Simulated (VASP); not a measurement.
# K (P6_3/mmc) in VASP: notebook

K is run at these levels: PBE; tasks: single point.

Everything below comes from runs of VASP 6.6.1. Logs are shortened: lines on timing, memory, paths and dates and some standing lists are left out, and cuts for length are marked.

## Step 1: The cell of the first run

Symmetry: P6_3/mmc, No. 194, hexagonal system. Conventional cell: a = 4.897 Å, b = 4.897 Å, c = 15.976 Å, α = 90.00°, β = 90.00°, γ = 120.00°.

This isn't the form of K at room conditions, which is bcc.

## Step 2: Single point, PBE (82.95 Å³/atom)

The input, INCAR:

```
PREC = Accurate
ENCUT = 520
EDIFF = 1E-6
ISMEAR = -1
SIGMA = 0.1
LREAL = F
LASPH = T
NELM = 60
ALGO = Normal
ISIF = 2
LWAVE = F
LCHARG = T
GGA = PE
LELF = T
LVHAR = T
NBANDS = 26
```

The input, KPOINTS:

```
regular mesh
0
Gamma
  9 9 3
```

The input, POSCAR:

```
K
1.0
    4.8970948143      0.0000000000      0.0000000000
   -2.4485474071      4.2410085139      0.0000000000
    0.0000000000      0.0000000000     15.9760120142
K
4
Direct
    1.0000000000      0.0000000000      0.0000000000
    1.0000000000      0.0000000000      0.5000000000
    0.3333333333      0.6666666667      0.2500000000
    0.6666666667      0.3333333333      0.7500000000
```

Potentials or basis: VASP PAW PBE potentials, release 64 (K_sv).

Started as:

```
> cat potpaw_PBE.64/K_sv/POTCAR > POTCAR
> mpirun -np 1 vasp_std > vasp.out
```

OUTCAR:

```text
PREC = Accurate
   ENCUT = 520
   EDIFF = 1E-6
   ISMEAR = -1
   LREAL = F
   LASPH = T
   NELM = 60
   ISIF = 2
   GGA = PE

 ion  position               nearest neighbor table
   1  0.000  0.000  0.000-
   2  0.000  0.000  0.500-
   3  0.333  0.667  0.250-
   4  0.667  0.333  0.750-

  LATTYP: Found a hexagonal cell.
 ALAT       =     4.8970948143
 C/A-ratio  =     3.2623448432

  Lattice vectors:

 A1 = (   4.8970948143,   0.0000000000,   0.0000000000)
 A2 = (  -2.4485474071,   4.2410085139,   0.0000000000)
 A3 = (   0.0000000000,   0.0000000000,  15.9760120142)

Analysis of symmetry for initial positions (statically):
=====================================================================
 Subroutine PRICEL returns:
 Original cell was already a primitive cell.

 Routine SETGRP: Setting up the symmetry group for a
 hexagonal supercell.

 Subroutine GETGRP returns: Found 24 space group operations
 (whereof 12 operations were pure point group operations)
 out of a pool of 24 trial point group operations.

The static configuration has the point symmetry D_3d.
 The point group associated with its full space group is D_6h.

Analysis of symmetry for dynamics (positions and initial velocities):
=====================================================================
 Subroutine PRICEL returns:
 Original cell was already a primitive cell.

 Routine SETGRP: Setting up the symmetry group for a
 hexagonal supercell.

 Subroutine GETGRP returns: Found 24 space group operations
 (whereof 12 operations were pure point group operations)
 out of a pool of 24 trial point group operations.

The dynamic configuration has the point symmetry D_3d.
 The point group associated with its full space group is D_6h.

 Subroutine INISYM returns: Found 24 space group operations
 (whereof 12 operations are pure point group operations),
 and found     1 'primitive' translations

----------------------------------------------------------------------------------------

                                     Primitive cell

  volume of cell :     331.7997

  direct lattice vectors                    reciprocal lattice vectors
     4.897094814  0.000000000  0.000000000     0.204202703  0.117896486  0.000000000
    -2.448547407  4.241008514  0.000000000     0.000000000  0.235792972  0.000000000
     0.000000000  0.000000000 15.976012014     0.000000000  0.000000000  0.062593844

  length of vectors
     4.897094814  4.897094814 15.976012014     0.235792972  0.235792972  0.062593844

  position of ions in fractional coordinates (direct lattice)
     0.000000000  0.000000000  0.000000000
     0.000000000  0.000000000  0.500000000
     0.333333333  0.666666667  0.250000000
     0.666666667  0.333333333  0.750000000

  ion indices of the primitive-cell ions
   primitive index   ion index
                 1           1
                 2           2
                 3           3
                 4           4

----------------------------------------------------------------------------------------

 KPOINTS: regular mesh

Automatic generation of k-mesh.
 Grid dimensions read from file:
 generate k-points for:    9    9    3

 Generating k-lattice:

  Cartesian coordinates                     Fractional coordinates (reciprocal lattice)
     0.022689189  0.013099610  0.000000000     0.111111111  0.000000000  0.000000000
     0.000000000  0.026199219  0.000000000     0.000000000  0.111111111  0.000000000
     0.000000000  0.000000000  0.020864615     0.000000000  0.000000000  0.333333333

  Length of vectors
     0.026199219  0.026199219  0.020864615

  Shift w.r.t. Gamma in fractional coordinates (k-lattice)
     0.000000000  0.000000000  0.000000000

 Subroutine IBZKPT returns following result:
 ===========================================

 Found     24 irreducible k-points:

 Following reciprocal coordinates:
            Coordinates               Weight
  0.000000  0.000000  0.000000      1.000000
  0.111111  0.000000  0.000000      6.000000
  0.222222  0.000000  0.000000      6.000000
  0.333333  0.000000  0.000000      6.000000
  0.444444  0.000000  0.000000      6.000000
  0.111111  0.111111  0.000000      6.000000
[... 16 lines left out ...]
  0.333333  0.222222  0.333333     24.000000
  0.333333  0.333333  0.333333      4.000000
   k-points           NKPTS =     24   k-points in BZ     NKDIM =     24   number of bands    NBANDS=     26
   number of dos      NEDOS =    301   number of ions     NIONS =      4
   total plane-waves  NPLWV = 155520
   dimension x,y,z NGX =    36 NGY =   36 NGZ =  120
   dimension x,y,z NGXF=    72 NGYF=   72 NGZF=  240
   ions per type =               4
   NGX,Y,Z   is equivalent  to a cutoff of  12.22, 12.22, 12.49 a.u.
   NGXF,Y,Z  is equivalent  to a cutoff of  24.44, 24.44, 24.97 a.u.
 SYSTEM =  unknown system
   PREC   = accura    normal or accurate (medium, high low for compatibility)
   ISTART =      0    job   : 0-new  1-cont  2-samecut
   ICHARG =      2    charge: 1-file 2-atom 10-const
   ISPIN  =      1    spin polarized calculation?
   LNONCOLLINEAR =      F non collinear calculations
   LSORBIT =      F    spin-orbit coupling
   LASPH  =      T    aspherical Exc in radial PAW
   ENCUT  =  520.0 eV  38.22 Ry    6.18 a.u.   9.11  9.11 29.70*2*pi/ulx,y,z
   NELM   =     60;   NELMIN=  2; NELMDL= -5     # of ELM steps
   EDIFF  = 0.1E-05   stopping-criterion for ELM
   LREAL  =      F    real-space projection
[... 7 lines left out ...]
   TEBEG  =    0.0;   TEEND  =   0.0 temperature during run
   PSTRESS=    0.0 pullay stress
   NELECT =      36.0000    total number of electrons
   NUPDOWN=      -1.0000    fix difference up-down
   EMIN   =  10.00;   EMAX   =-10.00  energy-range for DOS
   EFERMI =   0.00;   METHOD = LEGACY
   ISMEAR =    -1;   SIGMA  =   0.10  broadening in eV -4-tet -1-fermi 0-gaus
   EFERMI_NEDOS =   21; number of points for ismear=-14 and -15
   IALGO  =     38    algorithm
   IMIX   =      4    mixing-type and parameters
     AMIX     =   0.40;   BMIX     =  1.00
     AMIX_MAG =   1.60;   BMIX_MAG =  1.00
  volume/ion in A,a.u.               =      82.95       559.77
  Fermi-wavevector in a.u.,A,eV,Ry     =   0.780819  1.475534  8.295175  0.609678
  Thomas-Fermi vector in A             =   1.884209
   LORBIT       =      0    0 simple, 1 ext, 2 COOP (PROOUT), +10 PAW based schemes
   GGA     = PE    functional components
   LHFCALC =     F    Hartree Fock is set to
   AEXX    =    0.0000 exact exchange contribution
   IVDW    =     0    specifies the selected vdW correction
   LEPSILON=     F    determine dielectric tensor
   LRPA    =     F    only Hartree local field effects (RPA)
 non-spin polarized calculation
  energy-cutoff  :      520.00
  volume of cell :      331.80
 maximum number of plane-waves:      8973
   NGX = 19   NGY = 19   NGZ = 59

 number of electron      35.9999994 magnetization

 Free energy of the ion-electron system (eV)
  ---------------------------------------------------
  ext. energy  EPLUGINS =         0.00000000
  ---------------------------------------------------
  free energy    TOTEN  =        -4.20398602 eV

  energy without entropy =       -4.09356308  energy(sigma->0) =       -4.14877455

 E-fermi :  -0.3569     XC(G=0):  -5.3693

 val. band max:       -0.3641981850   @ k =   0.4444   0.0000   0.3333
 cond. band min:      -0.3420957359   @ k =   0.3333   0.1111   0.0000
 fundamental gap:      0.0221024491
 Fermi energy:        -0.3568560743

 k-point     1 :       0.0000    0.0000    0.0000
  band No.  band energies     occupation
      1     -32.5726      2.00000
      2     -32.5718      2.00000
      3     -32.5713      2.00000
      4     -32.5705      2.00000
      5     -16.0718      2.00000
      6     -16.0510      2.00000
[... 18 lines left out ...]
     25       3.5470      0.00000
     26       3.6429      0.00000

 k-point     2 :       0.1111    0.0000    0.0000
  band No.  band energies     occupation
      1     -32.5724      2.00000
      2     -32.5717      2.00000
      3     -32.5711      2.00000
      4     -32.5704      2.00000
      5     -16.0701      2.00000
      6     -16.0516      2.00000
[... 18 lines left out ...]
     25       3.2674      0.00000
     26       3.2734      0.00000

 k-point     3 :       0.2222    0.0000    0.0000
  band No.  band energies     occupation
      1     -32.5719      2.00000
      2     -32.5713      2.00000
      3     -32.5707      2.00000
      4     -32.5702      2.00000
      5     -16.0657      2.00000
      6     -16.0549      2.00000
[... 18 lines left out ...]
     25       2.5978      0.00000
     26       2.6301      0.00000

 k-point     4 :       0.3333    0.0000    0.0000
  band No.  band energies     occupation
      1     -32.5712      2.00000
      2     -32.5708      2.00000
      3     -32.5703      2.00000
      4     -32.5699      2.00000
      5     -16.0642      2.00000
      6     -16.0638      2.00000
[... 18 lines left out ...]
     25       2.3413      0.00000
     26       2.4101      0.00000

 k-point     5 :       0.4444    0.0000    0.0000
  band No.  band energies     occupation
      1     -32.5707      2.00000
      2     -32.5705      2.00000
      3     -32.5700      2.00000
      4     -32.5698      2.00000
      5     -16.0705      2.00000
      6     -16.0697      2.00000
[... 18 lines left out ...]
     25       1.8685      0.00000
     26       2.0711      0.00000

 k-point     6 :       0.1111    0.1111    0.0000
  band No.  band energies     occupation
      1     -32.5720      2.00000
      2     -32.5714      2.00000
      3     -32.5709      2.00000
      4     -32.5702      2.00000
      5     -16.0671      2.00000
      6     -16.0535      2.00000
[... 427 lines left out ...]
 k-point    21 :       0.4444    0.1111    0.3333
  band No.  band energies     occupation
      1     -32.5706      2.00000
      2     -32.5705      2.00000
      3     -32.5699      2.00000
      4     -32.5698      2.00000
      5     -16.0690      2.00000
      6     -16.0682      2.00000
[... 18 lines left out ...]
     25       1.8706      0.00000
     26       1.9980      0.00000

 k-point    22 :       0.2222    0.2222    0.3333
  band No.  band energies     occupation
      1     -32.5708      2.00000
      2     -32.5707      2.00000
      3     -32.5700      2.00000
      4     -32.5699      2.00000
      5     -16.0636      2.00000
      6     -16.0617      2.00000
[... 18 lines left out ...]
     25       1.8956      0.00000
     26       2.2114      0.00000

 k-point    23 :       0.3333    0.2222    0.3333
  band No.  band energies     occupation
      1     -32.5705      2.00000
      2     -32.5704      2.00000
      3     -32.5698      2.00000
      4     -32.5698      2.00000
      5     -16.0652      2.00000
      6     -16.0647      2.00000
[... 18 lines left out ...]
     25       1.5731      0.00000
     26       1.8307      0.00000

 k-point    24 :       0.3333    0.3333    0.3333
  band No.  band energies     occupation
      1     -32.5703      2.00000
      2     -32.5703      2.00000
      3     -32.5698      2.00000
      4     -32.5698      2.00000
      5     -16.0619      2.00000
      6     -16.0619      2.00000
[... 18 lines left out ...]
     25       1.4578      0.00000
     26       1.6677      0.00000

------------------------ aborting loop because EDIFF is reached ----------------------------------------

  FORCE on cell =-STRESS in cart. coord.  units (eV):
  Direction    XX          YY          ZZ          XY          YZ          ZX
  --------------------------------------------------------------------------------------
  -------------------------------------------------------------------------------------
  Total       -0.7064456     -0.7064456     -0.6256391     -0.0000000      0.0000000     -0.0000000
  in kB       -3.4112480     -3.4112480     -3.0210537     -0.0000000      0.0000000     -0.0000000
  external PRESSURE =      -3.2811832 kB  Pullay stress =       0.0000000 kB

 VOLUME and BASIS-vectors are now :
 -----------------------------------------------------------------------------
  energy-cutoff  :      520.00
  volume of cell :      331.80
      direct lattice vectors                 reciprocal lattice vectors
     4.897094814  0.000000000  0.000000000     0.204202703  0.117896486  0.000000000
    -2.448547407  4.241008514  0.000000000     0.000000000  0.235792972  0.000000000
     0.000000000  0.000000000 15.976012014     0.000000000  0.000000000  0.062593844

 POSITION                                       TOTAL-FORCE (eV/Angst)
 -----------------------------------------------------------------------------------
      0.00000      0.00000      0.00000         0.000000      0.000000     -0.000000
      0.00000      0.00000      7.98801         0.000000      0.000000     -0.000000
     -0.00000      2.82734      3.99400         0.000000     -0.000000      0.000000
      2.44855      1.41367     11.98201        -0.000000      0.000000      0.000000
 -----------------------------------------------------------------------------------
    total drift:                               -0.000000      0.000000      0.000000

  FREE ENERGIE OF THE ION-ELECTRON SYSTEM (eV)
  ---------------------------------------------------
  free  energy   TOTEN  =        -4.2039860153 eV

  energy  without entropy=       -4.0935630767  energy(sigma->0) =       -4.14877455
```

Wall time 4.1 min (1 thread of Intel Xeon 8259CL, shared host); peak memory 0.45 GiB.

Results:

```yaml
Free_energy: -4.2040 eV
Pressure: -0.3 GPa
Band_gap_on_the_k_mesh: zero (bands 18 and 19 overlap by 2.17 eV)
```

## Step 3: Single point, PBE

This run uses another cell than the first one, of 74.06 Å³/atom.

The input, INCAR:

```
  ALGO = Normal
  EDIFF = 1E-6
  ENCUT = 520
  GGA = PE
  ISIF = 2
  ISMEAR = -1
  LASPH = T
  LCHARG = T
  LELF = T
  LREAL = F
  LVHAR = T
  LWAVE = F
  NBANDS = 26
  NELM = 60
  PREC = Accurate
  SIGMA = 0.1
```

The input, KPOINTS:

```
k-points
0
Gamma
  10 10 3
```

The input, POSCAR:

```
K
1.0
    4.7155516388      0.0000000000      0.0000000000
   -2.3577758194      4.0837875121      0.0000000000
    0.0000000000      0.0000000000     15.3837555718
K
4
Direct
    1.0000000000      0.0000000000      0.0000000000
    1.0000000000      0.0000000000      0.5000000000
    0.3333333333      0.6666666667      0.2500000000
    0.6666666667      0.3333333333      0.7500000000
```

Potentials or basis: VASP PAW PBE potentials, release 64 (K_sv).

Started as:

```
> cat potpaw_PBE.64/K_sv/POTCAR > POTCAR
> mpirun -np 1 vasp_std > vasp.out
```

Wall time 5.1 min (1 thread of Intel Xeon 8259CL, shared host); peak memory 0.46 GiB.

Results (log left out):

| Property | Result |
| --- | --- |
| Free energy | -4.2429 eV |
| Pressure | 0.0 GPa |
| Band gap on the k mesh | zero (bands 18 and 19 overlap by 2.31 eV) |

Levels at points of the mesh, in eV from the Fermi level:
| k point | band 14 | band 15 | band 16 | band 17 | band 18 | band 19 | band 20 | band 21 | band 22 | band 23 |
| --- | --- | --- | --- | --- | --- | --- | --- | --- | --- | --- |
| (0.00, 0.00, 0.00) | -15.58 | -15.58 | -15.58 | -2.14 | -1.43 | -1.43 | 0.33 | 0.56 | 2.74 | 2.75 |
| (0.50, 0.00, 0.00) | -15.59 | -15.59 | -15.59 | 0.15 | 0.22 | 0.64 | 0.64 | 0.82 | 0.86 | 1.80 |

The gap in the log of VASP goes by the Fermi energy; the results here count the filled bands.